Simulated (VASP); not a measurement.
**SnO (Romarchite): single point with PBE**

Crystal: SnO (Romarchite).

```
CELL_PARAMETERS angstrom
3.83551 0.00000 0.00000
0.00000 3.83551 0.00000
0.00000 0.00000 4.77221
ATOMIC_POSITIONS crystal
Sn 0.50000 0.00000 0.24296
Sn 0.00000 0.50000 0.75704
O 0.00000 0.00000 0.00000
O 0.50000 0.50000 0.00000
```

```
Program                : VASP 6.6.1
Task                   : single point
Functional             : PBE
Potentials or basis    : VASP PAW PBE potentials, release 64 (Sn_d, O)
Cutoff                 : 520 eV
k mesh                 : 6 × 6 × 6
Occupations            : fermi-dirac, width 0.1 eV
Spin                   : no spin polarisation
Dipole correction      : no
Further INCAR settings : ALGO = Normal; EDIFF = 1e-06; NBANDS = 28
```

* Pressure: 2.3 GPa
* Largest force: 0.088 eV/Å

Forces on the atoms (eV/Å):
```
Sn   0.000  0.000  0.088
Sn   0.000  0.000 -0.088
O    0.000  0.000  0.000
O    0.000  0.000  0.000
```

Levels at points of the mesh, in eV from the Fermi level:
| k point | band 16 | band 17 | band 18 | band 19 | band 20 | band 21 | band 22 | band 23 | band 24 | band 25 |
| --- | --- | --- | --- | --- | --- | --- | --- | --- | --- | --- |
| (0.00, 0.00, 0.00) | -6.18 | -3.44 | -3.14 | -3.14 | -0.09 | 2.06 | 4.46 | 4.46 | 4.56 | 5.76 |
| (0.50, 0.00, 0.00) | -4.91 | -4.78 | -4.78 | -2.76 | -2.76 | 3.19 | 3.19 | 5.72 | 5.72 | 6.02 |
| (0.50, 0.50, 0.00) | -5.02 | -2.49 | -2.49 | -1.95 | -1.95 | -0.08 | -0.08 | 4.45 | 4.45 | 7.33 |
| (0.00, 0.00, 0.50) | -3.52 | -3.16 | -3.16 | -3.11 | -2.18 | 1.63 | 2.75 | 2.75 | 3.49 | 8.03 |
| (0.50, 0.00, 0.50) | -5.42 | -4.74 | -4.74 | -1.76 | -1.76 | 2.59 | 2.59 | 5.20 | 5.20 | 6.65 |
| (0.50, 0.50, 0.50) | -5.55 | -2.81 | -2.81 | -2.49 | -2.49 | 2.25 | 2.25 | 4.11 | 4.11 | 5.52 |

Wall time 31 s on 1 thread of Intel(R) Xeon(R) 6975P-C (Granite Rapids) (shared host), peak memory 0.21 GiB.

Caveat: spin-orbit coupling is left out, which moves the levels of the heavy elements.
